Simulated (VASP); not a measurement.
Write the native input for VASP 6.6.1 that does the following.

| Quantity | Value |
| --- | --- |
| Task | single point |
| Functional | PBEsol |
| Potentials or basis | VASP PAW PBE potentials, release 64 (Bi_d) |
| Cutoff | 520 eV |
| k mesh | 15 × 15 × 15 |
| Occupations | fermi-dirac, width 0.08 eV |
| Spin | no spin polarisation |
| Dipole correction | no |
| Further INCAR settings | ALGO = Normal; EDIFF = 1e-07; NBANDS = 14 |

The structure of Bi lies in POSCAR:

```
Bi
1.0
   -1.6508102911      1.6508102911      1.6508102911
    1.6508102911     -1.6508102911      1.6508102911
    1.6508102911      1.6508102911     -1.6508102911
Bi
1
Direct
    0.0000000000      0.0000000000      0.0000000000
```

This cell differs from its parent crystal: volume scaled by 0.6.

These files were run (other wordings do the same):

INCAR

```
ALGO = Normal
EDIFF = 1E-7
ENCUT = 520
GGA = PS
ISIF = 2
ISMEAR = -1
LASPH = T
LCHARG = F
LREAL = F
LWAVE = F
NBANDS = 14
NELM = 80
PREC = Accurate
SIGMA = 0.08
```

KPOINTS

```
k-points
0
Gamma
  15 15 15
```

Potentials or basis: VASP PAW PBE potentials, release 64 (Bi_d).

The run is started by

```console
$ cat potpaw_PBE.64/Bi_d/POTCAR > POTCAR
$ mpirun -np 1 vasp_std > vasp.out
```

It gave:

```json
{"Pressure": "101.9 GPa"}
```

Caveat: the PAW data sets were made with another functional, which shifts forces and pressure a little.

Wall time 16 s on 1 thread of Intel Xeon 6975P-C (shared host), peak memory 0.16 GiB.
